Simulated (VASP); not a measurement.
Input of a VASP 6.6.1 run:

INCAR

```
  PREC = Accurate
  ENCUT = 520
  EDIFF = 1E-6
  ISMEAR = 0
  SIGMA = 0.05
  LREAL = F
  LASPH = T
  NELM = 100
  ALGO = Normal
  ISIF = 2
  LWAVE = F
  LCHARG = F
  GGA = PE
  IVDW = 12
  NBANDS = 20
```

The input KPOINTS:

```
regular mesh
0
Gamma
  9 9 4
```

POSCAR

```
Al2O3
1.0
    2.9532000000      0.0000000000      0.0000000000
   -1.4766000000      2.5575462224      0.0000000000
    0.0000000000      0.0000000000      7.9529000000
Al O
2 3
Direct
    0.0000000000      0.0000000000      0.1907358529
    0.0000000000      0.0000000000      0.8092641471
    0.3333333333      0.6666666667      0.2840924954
    0.6666666667      0.3333333333      0.0000000000
    0.3333333333      0.6666666667      0.7159075046
```

Potentials or basis: VASP PAW PBE potentials, release 64 (Al, O).

Run with:

```sh
$ cat potpaw_PBE.64/Al/POTCAR potpaw_PBE.64/O/POTCAR > POTCAR
$ mpirun -np 1 vasp_std > vasp.out
```

(1) What does it give for the band gap on the k mesh?

(2) What does it give for the pressure?

(3) Estimate the dispersion energy per atom.

Answers

(1) 3.81 eV, indirect (least direct gap 3.87 eV).

(2) -17.8 GPa.

(3) -0.168 eV.

Caveat: forces of over 1 eV/Å act on the atoms, so gaps and moduli don't describe the material at rest.
